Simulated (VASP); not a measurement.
# SiNi (Pmmn) in VASP: notebook

The runs below take SiNi through relaxation of cell and atoms, single point, with PBE.

All numbers are computed with VASP 6.6.1; they aren't measurements. Logs are shortened: lines on timing, memory, paths and dates and some standing lists are left out, and cuts for length are marked.

## (1) The cell of the first run

The structure is orthorhombic, space group Pmmn (No. 59). Conventional cell: a = 3.027 Å, b = 3.273 Å, c = 4.698 Å, α = 90.00°, β = 90.00°, γ = 90.00°. Within 3.1 Å of Si (site symmetry mm2) lie 6 Ni at 2.34 to 2.40 Å and 6 Si at 2.68 to 3.03 Å. Within 3.1 Å of Ni (site symmetry mm2) lie 6 Si at 2.34 to 2.40 Å and 6 Ni at 2.67 to 3.03 Å.

## (2) Relaxation of cell and atoms, PBE

INCAR

```
SYSTEM = SiNi
  PREC = Accurate
  ENCUT = 600
  EDIFF = 1E-6
  ISMEAR = 0
  SIGMA = 0.1
  LREAL = .False.
  LASPH = .True.
  NELM = 100
  ALGO = Normal
  ISIF = 3
  LWAVE = .False.
  LCHARG = .False.
  GGA = PE
  IBRION = 2
  NSW = 80
  EDIFFG = -0.01
```

KPOINTS

```
regular mesh
0
Gamma
  14 12 10
  0 0 0
```

POSCAR

```
SiNi
1.0
    3.0266200000      0.0000000000      0.0000000000
    0.0000000000      3.2735000000      0.0000000000
    0.0000000000      0.0000000000      4.6977600000
Si Ni
2 2
Direct
    0.5000000000      0.5000000000      0.8423000000
    0.0000000000      0.0000000000      0.1577000000
    0.5000000000      0.5000000000      0.3442200000
    0.0000000000      0.0000000000      0.6557800000
```

Potentials or basis: VASP PAW PBE potentials, release 64 (Si, Ni).

Started as:

```console
$ cat potpaw_PBE.64/Si/POTCAR potpaw_PBE.64/Ni/POTCAR > POTCAR
$ mpirun -np 1 vasp_std > vasp.out
```

OUTCAR:

```text
SYSTEM = SiNi
   PREC = Accurate
   ENCUT = 600
   EDIFF = 1E-6
   ISMEAR = 0
   LREAL = .False.
   LASPH = .True.
   NELM = 100
   ISIF = 3
   GGA = PE
   IBRION = 2
   NSW = 80
   EDIFFG = -0.01

 ion  position               nearest neighbor table
   1  0.500  0.500  0.842-   3 2.34   3 2.36   4 2.40   4 2.40   4 2.40   4 2.40   2 2.68   2 2.68
                             2 2.68   2 2.68
   2  0.000  0.000  0.158-   4 2.34   4 2.36   3 2.40   3 2.40   3 2.40   3 2.40   1 2.68   1 2.68
                             1 2.68   1 2.68
   3  0.500  0.500  0.344-   1 2.34   1 2.36   2 2.40   2 2.40   2 2.40   2 2.40   4 2.67   4 2.67
                             4 2.67   4 2.67
   4  0.000  0.000  0.656-   2 2.34   2 2.36   1 2.40   1 2.40   1 2.40   1 2.40   3 2.67   3 2.67
                             3 2.67   3 2.67

  LATTYP: Found a simple orthorhombic cell.
 ALAT       =     3.0266200000
 B/A-ratio  =     1.0815695396
 C/A-ratio  =     1.5521472798

  Lattice vectors:

 A1 = (   3.0266200000,   0.0000000000,   0.0000000000)
 A2 = (   0.0000000000,   3.2735000000,   0.0000000000)
 A3 = (   0.0000000000,   0.0000000000,   4.6977600000)

Analysis of symmetry for initial positions (statically):
=====================================================================
 Subroutine PRICEL returns:
 Original cell was already a primitive cell.

 Routine SETGRP: Setting up the symmetry group for a
 simple orthorhombic supercell.

 Subroutine GETGRP returns: Found  8 space group operations
 (whereof  4 operations were pure point group operations)
 out of a pool of  8 trial point group operations.

The static configuration has the point symmetry C_2v.
 The point group associated with its full space group is D_2h.

Analysis of symmetry for dynamics (positions and initial velocities):
=====================================================================
 Subroutine PRICEL returns:
 Original cell was already a primitive cell.

 Routine SETGRP: Setting up the symmetry group for a
 simple orthorhombic supercell.

 Subroutine GETGRP returns: Found  8 space group operations
 (whereof  4 operations were pure point group operations)
 out of a pool of  8 trial point group operations.

The dynamic configuration has the point symmetry C_2v.
 The point group associated with its full space group is D_2h.

 Subroutine INISYM returns: Found  8 space group operations
 (whereof  4 operations are pure point group operations),
 and found     1 'primitive' translations

----------------------------------------------------------------------------------------

                                     Primitive cell

  volume of cell :      46.5437

  direct lattice vectors                    reciprocal lattice vectors
     3.026620000  0.000000000  0.000000000     0.330401570  0.000000000  0.000000000
     0.000000000  3.273500000  0.000000000     0.000000000  0.305483428  0.000000000
     0.000000000  0.000000000  4.697760000     0.000000000  0.000000000  0.212867409

  length of vectors
     3.026620000  3.273500000  4.697760000     0.330401570  0.305483428  0.212867409

  position of ions in fractional coordinates (direct lattice)
     0.500000000  0.500000000  0.842300000
     0.000000000  0.000000000  0.157700000
     0.500000000  0.500000000  0.344220000
     0.000000000  0.000000000  0.655780000

  ion indices of the primitive-cell ions
   primitive index   ion index
                 1           1
                 2           2
                 3           3
                 4           4

----------------------------------------------------------------------------------------

 KPOINTS: regular mesh

Automatic generation of k-mesh.
 Grid dimensions read from file:
 generate k-points for:   14   12   10

 Generating k-lattice:

  Cartesian coordinates                     Fractional coordinates (reciprocal lattice)
     0.023600112  0.000000000  0.000000000     0.071428571  0.000000000  0.000000000
     0.000000000  0.025456952  0.000000000     0.000000000  0.083333333  0.000000000
     0.000000000  0.000000000  0.021286741     0.000000000  0.000000000  0.100000000

  Length of vectors
     0.023600112  0.025456952  0.021286741

  Shift w.r.t. Gamma in fractional coordinates (k-lattice)
     0.000000000  0.000000000  0.000000000

 Subroutine IBZKPT returns following result:
 ===========================================

 Found    336 irreducible k-points:

 Following reciprocal coordinates:
            Coordinates               Weight
  0.000000  0.000000  0.000000      1.000000
  0.071429  0.000000  0.000000      2.000000
  0.142857  0.000000  0.000000      2.000000
  0.214286  0.000000  0.000000      2.000000
  0.285714  0.000000  0.000000      2.000000
  0.357143  0.000000  0.000000      2.000000
[... 16 lines left out ...]
  0.428571  0.166667  0.000000      4.000000
  0.500000  0.166667  0.000000      2.000000
 [... further k-points ...]
   k-points           NKPTS =    336   k-points in BZ     NKDIM =    336   number of bands    NBANDS=     18
   number of dos      NEDOS =    301   number of ions     NIONS =      4
   total plane-waves  NPLWV =  26880
   dimension x,y,z NGX =    24 NGY =   28 NGZ =   40
   dimension x,y,z NGXF=    48 NGYF=   56 NGZF=   80
   ions per type =               2   2
   NGX,Y,Z   is equivalent  to a cutoff of  13.18, 14.22, 14.16 a.u.
   NGXF,Y,Z  is equivalent  to a cutoff of  26.37, 28.44, 28.31 a.u.
 SYSTEM =  SiNi
   PREC   = accura    normal or accurate (medium, high low for compatibility)
   ISTART =      0    job   : 0-new  1-cont  2-samecut
   ICHARG =      2    charge: 1-file 2-atom 10-const
   ISPIN  =      1    spin polarized calculation?
   LNONCOLLINEAR =      F non collinear calculations
   LSORBIT =      F    spin-orbit coupling
   LASPH  =      T    aspherical Exc in radial PAW
   ENCUT  =  600.0 eV  44.10 Ry    6.64 a.u.   6.04  6.54  9.38*2*pi/ulx,y,z
   NELM   =    100;   NELMIN=  2; NELMDL= -5     # of ELM steps
   EDIFF  = 0.1E-05   stopping-criterion for ELM
   LREAL  =      F    real-space projection
   EDIFFG = -.1E-01   stopping-criterion for IOM
   NSW    =     80    number of steps for IOM
   IBRION =      2    ionic relax: 0-MD 1-quasi-New 2-CG
   NFREE  =      1    steps in history (QN), initial steepest desc. (CG)
   ISIF   =      3    stress and relaxation
   ISYM   =      2    0-nonsym 1-usesym 2-fastsym
   POTIM  = 0.5000    time-step for ionic-motion
   TEBEG  =    0.0;   TEEND  =   0.0 temperature during run
   PSTRESS=    0.0 pullay stress
   NELECT =      28.0000    total number of electrons
   NUPDOWN=      -1.0000    fix difference up-down
   EMIN   =  10.00;   EMAX   =-10.00  energy-range for DOS
   EFERMI =   0.00;   METHOD = LEGACY
   ISMEAR =     0;   SIGMA  =   0.10  broadening in eV -4-tet -1-fermi 0-gaus
   EFERMI_NEDOS =   21; number of points for ismear=-14 and -15
   IALGO  =     38    algorithm
   IMIX   =      4    mixing-type and parameters
     AMIX     =   0.40;   BMIX     =  1.00
     AMIX_MAG =   1.60;   BMIX_MAG =  1.00
  volume/ion in A,a.u.               =      11.64        78.52
  Fermi-wavevector in a.u.,A,eV,Ry     =   1.381997  2.611596 25.985987  1.909916
  Thomas-Fermi vector in A             =   2.506729
   LORBIT       =      0    0 simple, 1 ext, 2 COOP (PROOUT), +10 PAW based schemes
   GGA     = PE    functional components
   LHFCALC =     F    Hartree Fock is set to
   AEXX    =    0.0000 exact exchange contribution
   IVDW    =     0    specifies the selected vdW correction
   LEPSILON=     F    determine dielectric tensor
   LRPA    =     F    only Hartree local field effects (RPA)
 conjugate gradient relaxation of ions
 non-spin polarized calculation
 Gauss-broadening in eV      SIGMA  =   0.10
  energy-cutoff  :      600.00
  volume of cell :       46.54
 maximum number of plane-waves:      1580
   NGX = 13   NGY = 13   NGZ = 19

--------------------------------------- Ionic step        1  -------------------------------------------

 number of electron      27.9999997 magnetization

 Free energy of the ion-electron system (eV)
  ---------------------------------------------------
  ext. energy  EPLUGINS =         0.00000000
  ---------------------------------------------------
  free energy    TOTEN  =       -23.61052969 eV

  energy without entropy =      -23.60474630  energy(sigma->0) =      -23.60763799

------------------------ aborting loop because EDIFF is reached ----------------------------------------

  FORCE on cell =-STRESS in cart. coord.  units (eV):
  Direction    XX          YY          ZZ          XY          YZ          ZX
  --------------------------------------------------------------------------------------
  -------------------------------------------------------------------------------------
  Total        0.3498298      0.2193316      0.4235574      0.0000000      0.0000000      0.0000000
  in kB       12.0422132      7.5500652     14.5801419      0.0000000      0.0000000      0.0000000
  external PRESSURE =      11.3908068 kB  Pullay stress =       0.0000000 kB
[... 95 lines left out ...]
  FREE ENERGIE OF THE ION-ELECTRON SYSTEM (eV)
  ---------------------------------------------------
  free  energy   TOTEN  =       -23.6127088856 eV

  energy  without entropy=      -23.6069303594  energy(sigma->0) =      -23.60981962

[... ionic steps 4 to 11 ...]

--------------------------------------- Ionic step       12  -------------------------------------------

 number of electron      28.0000003 magnetization

------------------------ aborting loop because EDIFF is reached ----------------------------------------

  FORCE on cell =-STRESS in cart. coord.  units (eV):
  Direction    XX          YY          ZZ          XY          YZ          ZX
  --------------------------------------------------------------------------------------
  -------------------------------------------------------------------------------------
  Total        0.0608397      0.0470734      0.0457712      0.0000000      0.0000000      0.0000000
  in kB        2.0816673      1.6106449      1.5660885      0.0000000      0.0000000      0.0000000
  external PRESSURE =       1.7528002 kB  Pullay stress =       0.0000000 kB
[... 61 lines left out ...]
  energy  without entropy=      -23.6081702356  energy(sigma->0) =      -23.61090141

--------------------------------------- Ionic step       14  -------------------------------------------

 number of electron      28.0000007 magnetization

 Free energy of the ion-electron system (eV)
  ---------------------------------------------------
  ext. energy  EPLUGINS =         0.00000000
  ---------------------------------------------------
  free energy    TOTEN  =       -23.61363689 eV

  energy without entropy =      -23.60824893  energy(sigma->0) =      -23.61094291

 E-fermi :  11.1426     XC(G=0): -12.4189

 val. band max:       11.1421449226   @ k =   0.5000   0.3333   0.4000
 cond. band min:      11.1612867116   @ k =   0.1429   0.0000   0.4000
 fundamental gap:      0.0191417890
 Fermi energy:        11.1425851510

 k-point     1 :       0.0000    0.0000    0.0000
  band No.  band energies     occupation
      1      -2.6132      2.00000
      2       3.1229      2.00000
      3       4.7750      2.00000
      4       7.0882      2.00000
      5       7.7053      2.00000
      6       8.1496      2.00000
[... 10 lines left out ...]
     17      16.0459      0.00000
     18      16.5727      0.00000
[... 466 lines left out ...]
      2       1.4214      2.00000
      3       6.2466      2.00000
      4       6.2466      2.00000
      5       6.9168      2.00000
      6       6.9168      2.00000
[... 10 lines left out ...]
     17      13.2130      0.00000
     18      13.2130      0.00000

 [... further k-points ...]

------------------------ aborting loop because EDIFF is reached ----------------------------------------

  FORCE on cell =-STRESS in cart. coord.  units (eV):
  Direction    XX          YY          ZZ          XY          YZ          ZX
  --------------------------------------------------------------------------------------
  -------------------------------------------------------------------------------------
  Total        0.0009001      0.0194725      0.0201854      0.0000000      0.0000000      0.0000000
  in kB        0.0307581      0.6654259      0.6897905      0.0000000      0.0000000      0.0000000
  external PRESSURE =       0.4619915 kB  Pullay stress =       0.0000000 kB
[... 19 lines left out ...]
  FREE ENERGIE OF THE ION-ELECTRON SYSTEM (eV)
  ---------------------------------------------------
  free  energy   TOTEN  =       -23.6136368943 eV

  energy  without entropy=      -23.6082489335  energy(sigma->0) =      -23.61094291

 reached required accuracy - stopping structural energy minimisation
```

Wall time 17 min (1 thread of AMD EPYC 9R45 (Zen 5), shared host); peak memory 0.41 GiB.

Results:

| Property | Result |
| --- | --- |
| Free energy | -23.6136 eV |
| Relaxed volume | 11.72 Å³/atom |
| Relaxed cell | a = 3.057 Å, b = 3.255 Å, c = 4.711 Å, α = 90.00°, β = 90.00°, γ = 90.00° |
| Space group after relaxing (to 0.1 Å) | Pmmn (No. 59) |
| Energy gained by relaxing | 0.8 meV/atom |
| Ionic steps | 14 |
| Pressure after relaxing | 0.0 GPa |
| Largest force after relaxing | 0.006 eV/Å |
| Band gap on the k mesh | zero (bands 14 and 15 overlap by 2.60 eV) |

Forces on the atoms (eV/Å):
```
Si   0.000  0.000  0.004
Si   0.000  0.000 -0.004
Ni   0.000  0.000 -0.006
Ni   0.000  0.000  0.006
```

Step by step:
| step | energy change (eV) | largest force (eV/Å) | pressure (GPa) | volume (Å³) |
| --- | --- | --- | --- | --- |
| 1 | 0.0000 | 0.1172 | 1.14 | 46.54 |
| 2 | -0.0016 | 0.0537 | -1.05 | 47.10 |
| 3 | -0.0022 | 0.0738 | -0.32 | 46.91 |
| 4 | -0.0027 | 0.0164 | -0.11 | 46.85 |
| 5 | -0.0027 | 0.0264 | 0.13 | 46.83 |
| 6 | -0.0027 | 0.0221 | 0.05 | 46.84 |
| 7 | -0.0029 | 0.0123 | -0.04 | 46.85 |
| 8 | -0.0030 | 0.0138 | 0.03 | 46.87 |
| 9 | -0.0030 | 0.0149 | -0.07 | 46.87 |
| 10 | -0.0031 | 0.0132 | 0.06 | 46.83 |
| 11 | -0.0031 | 0.0147 | 0.21 | 46.82 |
| 12 | -0.0031 | 0.0138 | 0.18 | 46.83 |
| 13 | -0.0031 | 0.0101 | 0.15 | 46.85 |
| 14 | -0.0031 | 0.0059 | 0.05 | 46.88 |

Final structure:
```yaml
crystal:
  lattice:
    - [3.05694, 0.00000, 0.00000]
    - [0.00000, 3.25534, 0.00000]
    - [0.00000, 0.00000, 4.71139]
  atoms:
    - { symbol: Si, position: [0.50000, 0.50000, 0.84321] }
    - { symbol: Si, position: [0.00000, 0.00000, 0.15679] }
    - { symbol: Ni, position: [0.50000, 0.50000, 0.34251] }
    - { symbol: Ni, position: [0.00000, 0.00000, 0.65749] }
```

Spin polarisation is off, so any magnetic state and its effect on volume and gap are missing. Zero-point motion and thermal expansion aren't in these numbers.

## (3) Single point, PBE

INCAR

```
SYSTEM = SiNi
PREC = Accurate
ENCUT = 520
EDIFF = 1E-6
ISMEAR = 0
SIGMA = 0.1
LREAL = .False.
LASPH = .True.
NELM = 80
ALGO = Normal
ISIF = 2
LWAVE = .False.
LCHARG = .False.
GGA = PE
NBANDS = 22
```

KPOINTS

```
Automatic mesh
0
Gamma
  18 16 12
  0 0 0
```

POSCAR is that of step 2.

Potentials or basis: VASP PAW PBE potentials, release 64 (Si, Ni).

Started as:

```console
$ cat potpaw_PBE.64/Si/POTCAR potpaw_PBE.64/Ni/POTCAR > POTCAR
$ mpirun -np 1 vasp_std > vasp.out
```

It took 8 min on 1 thread of Intel Xeon 8259CL, shared host; peak memory 0.61 GiB.

Results (log left out):

```
Free energy            : -23.6115 eV
Pressure               : 1.2 GPa
Largest force          : 0.115 eV/Å
Band gap on the k mesh : zero (bands 14 and 15 overlap by 2.38 eV)
```

Forces in eV/Å, atoms in the order of the input:
```
Si   0.000  0.000  0.104
Si   0.000  0.000 -0.104
Ni   0.000  0.000 -0.115
Ni   0.000  0.000  0.115
```

Stress tensor (GPa, compression positive):
```
0.95 0.00 0.00
0.00 1.06 0.00
0.00 0.00 1.61
```

Levels at points of the mesh, in eV from the Fermi level:
| k point | band 12 | band 13 | band 14 | band 15 | band 16 | band 17 |
| --- | --- | --- | --- | --- | --- | --- |
| (0.00, 0.00, 0.00) | -1.93 | -1.92 | -1.04 | 0.79 | 2.97 | 5.11 |
| (0.50, 0.00, 0.00) | -2.44 | -1.62 | -1.62 | 1.68 | 1.68 | 3.53 |
| (0.00, 0.50, 0.00) | -2.19 | -2.03 | -2.03 | 1.26 | 1.26 | 4.60 |
| (0.50, 0.50, 0.00) | -1.96 | -1.60 | -1.60 | 1.51 | 1.51 | 2.03 |
| (0.00, 0.00, 0.50) | -1.97 | 1.28 | 1.95 | 2.24 | 2.55 | 2.60 |
| (0.50, 0.00, 0.50) | -2.10 | -1.44 | -1.44 | 3.79 | 3.79 | 5.33 |
| (0.00, 0.50, 0.50) | -1.96 | -1.89 | -1.89 | 5.01 | 5.01 | 5.30 |
| (0.50, 0.50, 0.50) | -1.98 | -1.55 | -1.55 | -0.35 | -0.35 | 0.97 |

## (4) Relaxation of cell and atoms, PBE

INCAR

```
ALGO = Normal ; EDIFF = 1E-7
EDIFFG = -0.01 ; ENCUT = 600
GGA = PE ; IBRION = 2
ISIF = 3 ; ISMEAR = 0
LASPH = T ; LCHARG = F
LREAL = F ; LWAVE = F
NELM = 80 ; NSW = 80
PREC = Accurate ; SIGMA = 0.1
```

KPOINTS

```
k-points
0
Gamma
  14 12 10
```

POSCAR is that of step 3.

Started as:

```console
$ cat potpaw_PBE.64/Si/POTCAR potpaw_PBE.64/Ni/POTCAR > POTCAR
$ mpirun -np 1 vasp_std > vasp.out
```

It took 28 min on 1 thread of Intel Xeon 8259CL, shared host; peak memory 0.45 GiB.

The run converged. Its results:

- Free energy: -23.6136 eV
- Relaxed volume: 11.72 Å³/atom
- Relaxed cell: a = 3.055 Å, b = 3.257 Å, c = 4.712 Å, α = 90.00°, β = 90.00°, γ = 90.00°
- Space group after relaxing (to 0.1 Å): Pmmn (No. 59)
- Energy gained by relaxing: 0.8 meV/atom
- Ionic steps: 11
- Pressure after relaxing: 0.0 GPa
- Largest force after relaxing: 0.004 eV/Å
- Band gap on the k mesh: zero (bands 14 and 15 overlap by 2.59 eV)

Forces in eV/Å, atoms in the order of the input:
```
Si   0.000  0.000  0.004
Si   0.000  0.000 -0.004
Ni   0.000  0.000 -0.003
Ni   0.000  0.000  0.003
```

The path:
```tsv
step	energy change (eV)	largest force (eV/Å)	pressure (GPa)	volume (Å³)
1	0.0000	0.1173	1.14	46.54
2	-0.0016	0.0536	-1.04	47.10
3	-0.0022	0.0735	-0.31	46.91
4	-0.0027	0.0159	0.03	46.85
5	-0.0027	0.0205	0.07	46.84
6	-0.0029	0.0125	0.04	46.86
7	-0.0030	0.0156	-0.17	46.90
8	-0.0030	0.0182	0.11	46.85
9	-0.0030	0.0181	0.07	46.86
10	-0.0031	0.0102	0.05	46.87
11	-0.0031	0.0044	0.00	46.89
```

Final structure:
```xyz
4
Lattice="3.0547 0.0000 0.0000 0.0000 3.2572 0.0000 0.0000 0.0000 4.7122" Properties=species:S:1:pos:R:3 pbc="T T T"
Si    1.5274    1.6286    3.9732
Si    0.0000    0.0000    0.7390
Ni    1.5274    1.6286    1.6136
Ni    0.0000    0.0000    3.0986
```

Levels at points of the mesh, in eV from the Fermi level:
```
           k point  band 11  band 12  band 13  band 14  band 15  band 16  band 17  band 18
(0.00, 0.00, 0.00)    -2.29    -1.94    -1.92    -0.89     0.59     3.08     4.92     5.42
(0.50, 0.00, 0.00)    -2.43    -2.43    -1.65    -1.65     1.62     1.62     3.57     3.57
(0.00, 0.50, 0.00)    -2.23    -2.23    -1.99    -1.99     1.28     1.28     4.44     4.44
(0.50, 0.50, 0.00)    -1.92    -1.92    -1.63    -1.63     1.48     1.48     1.97     1.97
(0.00, 0.00, 0.50)    -2.64    -1.99     1.33     2.13     2.22     2.36     2.69     3.61
(0.50, 0.00, 0.50)    -2.10    -2.10    -1.48    -1.48     3.84     3.84     5.35     5.35
(0.00, 0.50, 0.50)    -1.98    -1.98    -1.85    -1.85     4.83     4.83     5.32     5.32
(0.50, 0.50, 0.50)    -1.93    -1.93    -1.58    -1.58    -0.36    -0.36     0.94     0.94
```

Spin polarisation is off, so any magnetic state and its effect on volume and gap are missing. Zero-point motion and thermal expansion aren't in these numbers.

[end of part 1 of 2]
